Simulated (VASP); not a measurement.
# CuF3 (Pm-3m) in VASP: a series of runs, part 2 of 2

VASP 6.6.1.

## (4) Single point, PBE+U, collinear spin, ferromagnetic start

INCAR

```
PREC = Accurate
ENCUT = 600
EDIFF = 1E-6
ISMEAR = 0
SIGMA = 0.05
LREAL = False
LASPH = True
NELM = 200
ALGO = Normal
ISIF = 2
LWAVE = False
LCHARG = True
ISPIN = 2
MAGMOM = 0.98 0.1 0.06 0.1
LORBIT = 11
LMAXMIX = 4
LDAU = True
LDAUTYPE = 1
LDAUL = 2 -1
LDAUU = 8 0
LDAUJ = 0.5 0
LDAUPRINT = 1
GGA = PE
LELF = True
LVHAR = True
NBANDS = 28
GGA_COMPAT = False
```

KPOINTS

```
Automatic mesh
0
Gamma
  5 5 5
```

POSCAR

```
CuF3
1.0
    3.7647689300      0.0000000000      0.0000000000
    0.0000000000      3.7647689300      0.0000000000
    0.0000000000      0.0000000000      3.7647689300
Cu F
1 3
Direct
    0.0000000000      0.0000000000      0.0000000000
    0.5000000000      0.0000000000      0.0000000000
    0.0000000000      0.0000000000      0.5000000000
    0.0000000000      0.5000000000      0.0000000000
```

Potentials or basis: VASP PAW PBE potentials, release 64 (Cu, F).

The run is started by

```bash
$ cat potpaw_PBE.64/Cu/POTCAR potpaw_PBE.64/F/POTCAR > POTCAR
$ mpirun -np 1 vasp_std > vasp.out
```

OUTCAR:

```text
PREC = Accurate
   ENCUT = 600
   EDIFF = 1E-6
   ISMEAR = 0
   LREAL = False
   LASPH = True
   NELM = 200
   ISIF = 2
   ISPIN = 2
   LORBIT = 11
   GGA = PE

 ion  position               nearest neighbor table
   1  0.000  0.000  0.000-   2 1.88   3 1.88   4 1.88   3 1.88   4 1.88   2 1.88
   2  0.500  0.000  0.000-   1 1.88   1 1.88
   3  0.000  0.000  0.500-   1 1.88   1 1.88
   4  0.000  0.500  0.000-   1 1.88   1 1.88

  LATTYP: Found a simple cubic cell.
 ALAT       =     3.7647689300

  Lattice vectors:

 A1 = (   3.7647689300,   0.0000000000,   0.0000000000)
 A2 = (   0.0000000000,   3.7647689300,   0.0000000000)
 A3 = (   0.0000000000,   0.0000000000,   3.7647689300)

Analysis of symmetry for initial positions (statically):
=====================================================================
 Subroutine PRICEL returns:
[... 1347 lines left out ...]

------------------------ aborting loop because EDIFF is reached ----------------------------------------

  FORCE on cell =-STRESS in cart. coord.  units (eV):
  Direction    XX          YY          ZZ          XY          YZ          ZX
  --------------------------------------------------------------------------------------
  -------------------------------------------------------------------------------------
  Total        0.2989624      0.2989624      0.2972929      0.0000000      0.0000000      0.0000000
  in kB        8.9766064      8.9766064      8.9264791      0.0000000      0.0000000      0.0000000
  external PRESSURE =       8.9598973 kB  Pullay stress =       0.0000000 kB

 VOLUME and BASIS-vectors are now :
 -----------------------------------------------------------------------------
  energy-cutoff  :      600.00
  volume of cell :       53.36
      direct lattice vectors                 reciprocal lattice vectors
     3.764768930  0.000000000  0.000000000     0.265620552  0.000000000  0.000000000
     0.000000000  3.764768930  0.000000000     0.000000000  0.265620552  0.000000000
     0.000000000  0.000000000  3.764768930     0.000000000  0.000000000  0.265620552

 POSITION                                       TOTAL-FORCE (eV/Angst)
 -----------------------------------------------------------------------------------
      0.00000      0.00000      0.00000         0.000000      0.000000      0.000000
      1.88238      0.00000      0.00000         0.000000      0.000000      0.000000
      0.00000      0.00000      1.88238         0.000000      0.000000      0.000000
      0.00000      1.88238      0.00000         0.000000      0.000000      0.000000
 -----------------------------------------------------------------------------------
    total drift:                                0.000000      0.000000      0.000000

  FREE ENERGIE OF THE ION-ELECTRON SYSTEM (eV)
  ---------------------------------------------------
  free  energy   TOTEN  =       -11.9259968630 eV

  energy  without entropy=      -11.9214151308  energy(sigma->0) =      -11.92370600

 total charge

# of ion       s       p       d       tot
------------------------------------------
    1        0.342   0.480   8.831   9.654
    2        1.731   4.343   0.000   6.074
    3        1.731   4.343   0.000   6.075
    4        1.731   4.343   0.000   6.074
--------------------------------------------------
tot          5.535  13.510   8.831  27.877

 magnetization (x)

# of ion       s       p       d       tot
------------------------------------------
    1        0.011   0.019   1.286   1.316
    2        0.006   0.212   0.000   0.218
    3        0.006   0.212   0.000   0.218
    4        0.006   0.212   0.000   0.218
--------------------------------------------------
tot          0.029   0.655   1.286   1.970
```

OSZICAR:

```text
N       E                     dE             d eps       ncg     rms          rms(c)
DAV:   1     0.355800436838E+03    0.35580E+03   -0.17303E+04  2108   0.161E+03
DAV:   2     0.242953797857E+02   -0.33151E+03   -0.29246E+03  2112   0.426E+02
[... 13 lines left out ...]
DAV:  16    -0.119260263886E+02   -0.92116E-05   -0.20664E-04  2596   0.267E-01    0.142E-01
DAV:  17    -0.119260216919E+02    0.46967E-05   -0.21678E-04  2296   0.510E-01    0.599E-02
DAV:  18    -0.119259928554E+02    0.28836E-04   -0.15205E-04  2656   0.335E-01    0.160E-02
DAV:  19    -0.119259950831E+02   -0.22278E-05   -0.34628E-05  2904   0.647E-02    0.162E-02
DAV:  20    -0.119259966941E+02   -0.16109E-05   -0.12626E-06  1648   0.261E-02    0.997E-03
DAV:  21    -0.119259968630E+02   -0.16896E-06   -0.10678E-06  1608   0.267E-02
   1 F= -.11925997E+02 E0= -.11923706E+02  d E =-.458173E-02  mag=     2.0000
```

It took 72 s on 1 thread of Intel Xeon Platinum 8259CL at 2.50GHz (Skylake/Cascade Lake), shared host; peak memory 0.21 GiB.

What came out:

```yaml
Free_energy: -11.9260 eV
Pressure: 0.9 GPa
Band_gap_on_the_k_mesh: zero (filled and empty bands overlap)
Net_moment: 2.00 μB per cell
Site_moments: Cu +1.32; F +0.22 μB
Valence_electrons_inside_the_program's_atomic_spheres: Cu 9.65; F 6.07, 6.08
```

Levels at points of the mesh, in eV from the Fermi level:
Spin up:
```csv
k point,band 13,band 14,band 15,band 16,band 17,band 18,band 19,band 20,band 21,band 22
"(0.00, 0.00, 0.00)",-0.96,-0.96,-0.91,-0.91,-0.91,7.21,11.94,17.52,17.52,17.83
```
Spin down:
| k point | band 11 | band 12 | band 13 | band 14 | band 15 | band 16 | band 17 | band 18 | band 19 | band 20 |
| --- | --- | --- | --- | --- | --- | --- | --- | --- | --- | --- |
| (0.00, 0.00, 0.00) | -0.64 | -0.64 | -0.58 | -0.58 | -0.58 | -0.25 | -0.25 | 7.42 | 12.16 | 17.60 |

Eigenvalues of the final occupation matrices:
```csv
site,spin,trace,eigenvalues
site 1 d,1,5.07,0.99 0.99 0.99 1.05 1.05
site 1 d,2,3.78,0.40 0.40 0.99 0.99 0.99
```

Caveat: a cell with one magnetic atom can't hold antiferromagnetic order, which such compounds often take. The state reached can hang on the start; a lower one may exist.

## (5) Single point, PBE+U, collinear spin, ferromagnetic start

INCAR

```
SYSTEM = CuF3
  PREC = Accurate
  ENCUT = 600
  EDIFF = 1E-6
  ISMEAR = 0
  SIGMA = 0.05
  LREAL = .FALSE.
  LASPH = .TRUE.
  NELM = 200
  ALGO = Normal
  ISIF = 2
  LWAVE = .FALSE.
  LCHARG = .FALSE.
  ISPIN = 2
  MAGMOM = 0.98 0.1 0.06 0.1
  LORBIT = 11
  LMAXMIX = 4
  LDAU = .TRUE.
  LDAUTYPE = 1
  LDAUL = 2 -1
  LDAUU = 8 0
  LDAUJ = 0.5 0
  LDAUPRINT = 1
  GGA = PE
  NBANDS = 28
  GGA_COMPAT = .FALSE.
```

KPOINTS

```
Automatic mesh
0
G
  5 5 5
  0 0 0
```

POSCAR is that of step 4.

The run is started by

```bash
$ cat potpaw_PBE.64/Cu/POTCAR potpaw_PBE.64/F/POTCAR > POTCAR
$ mpirun -np 1 vasp_std > vasp.out
```

It took 71 s on 1 thread of Intel Xeon Platinum 8259CL at 2.50GHz (Skylake/Cascade Lake), shared host; peak memory 0.2 GiB.

The run converged. Its results:

```
Free energy                                           : -11.9260 eV
Pressure                                              : 0.9 GPa
Band gap on the k mesh                                : zero (filled and empty bands overlap)
Net moment                                            : 2.00 μB per cell
Site moments                                          : Cu +1.32; F +0.22 μB
Valence electrons inside the program's atomic spheres : Cu 9.65; F 6.07, 6.08
```

Levels at points of the mesh, in eV from the Fermi level:
Spin up:
```csv
k point,band 14,band 15,band 16,band 17,band 18,band 19,band 20,band 21
"(0.00, 0.00, 0.00)",-0.96,-0.91,-0.91,-0.91,7.21,11.94,17.52,17.52
```
Spin down:
```
           k point  band 12  band 13  band 14  band 15  band 16  band 17  band 18  band 19
(0.00, 0.00, 0.00)    -0.64    -0.58    -0.58    -0.58    -0.25    -0.25     7.42    12.16
```

Eigenvalues of the final occupation matrices:
```tsv
site	spin	trace	eigenvalues
site 1 d	1	5.07	0.99 0.99 0.99 1.05 1.05
site 1 d	2	3.78	0.40 0.40 0.99 0.99 0.99
```

Caveat: a cell with one magnetic atom can't hold antiferromagnetic order, which such compounds often take. The state reached can hang on the start; a lower one may exist.
